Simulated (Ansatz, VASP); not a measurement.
**InAs: VASP beside Ansatz**

The input INCAR:

```
ALGO     = Normal         # electronic algorithm
EDIFF    = 1E-6           # SCF threshold, eV
ENCUT    = 520            # plane-wave cutoff, eV
GGA      = PS             # functional
ISIF     = 2              # what is computed and relaxed
ISMEAR   = 0              # smearing method
LASPH    = True           # aspherical terms in the spheres
LCHARG   = False          # write CHGCAR
LREAL    = False          # projectors in reciprocal space
LWAVE    = False          # write WAVECAR
NBANDS   = 16             # bands
NELM     = 100            # most SCF steps
PREC     = Accurate       # precision mode
SIGMA    = 0.15           # smearing width, eV
```

The input KPOINTS:

```
k-points
0
Gamma
  18 18 18
```

Contents of POSCAR:

```
InAs
1.0
    0.0000000000      2.9524209728      2.9980769672
    2.9524209728      0.0000000000      2.9980769672
    2.9524209728      2.9524209728      0.0000000000
In As
1 1
Direct
    0.0000000000      0.0000000000      0.0000000000
    0.7500000000      0.7500000000      0.7500000000
```

Input for Ansatz:

```yaml
crystal:
  lattice:
    - [0.0, 2.9524209728, 2.9980769672]
    - [2.9524209728, 0.0, 2.9980769672]
    - [2.9524209728, 2.9524209728, 0.0]
  atoms:
    - { symbol: In, position: [0.0, 0.0, 0.0] }
    - { symbol: As, position: [0.75, 0.75, 0.75] }
basis:
  ecutwfc: 420
kpoints:
  mp_grid: { grid: [18, 18, 18] }
hamiltonian:
  xc: pbesol
scf:
  occupations: { method: gaussian, width: 0.15 }
output:
  forces: true
  stress: true
  eigenvalues: true
```

Change from the starting cell: strain -0.030 along x and y, -0.015 along z, atoms carried along.

Alike in both runs: task single point; functional PBEsol; k mesh 18 × 18 × 18; occupations gaussian, width 0.15 eV; no spin polarisation.

|  | VASP | Ansatz |
| --- | --- | --- |
| version | VASP 6.6.1 | Ansatz 0.2.0 |
| potentials or method | VASP PAW PBE potentials, release 64 (In_d, As), cutoff 520 eV | scalar-relativistic, plane waves, PAW |
| valence electrons in the cell | 18 | 28 |

|  | VASP | Ansatz | Ansatz less VASP |
| --- | --- | --- | --- |
| gap on the k mesh at the Fermi level (eV) | none | none | - |
| pressure (GPa) | 5.2 | 5.0 | -0.12 |
| traceless stress, the component that is largest in VASP (GPa) | -0.34 | -0.34 | -0.001 |

VASP's potentials were made for PBE, not for PBEsol. A gap of «none» marks a metal or a gap that the smearing closes. With one functional, cell and mesh, what is left measures potentials, basis and numerics. VASP's potentials hold 18 valence electrons a cell and Ansatz's 28, so a difference there can come from the potentials and not from the codes.
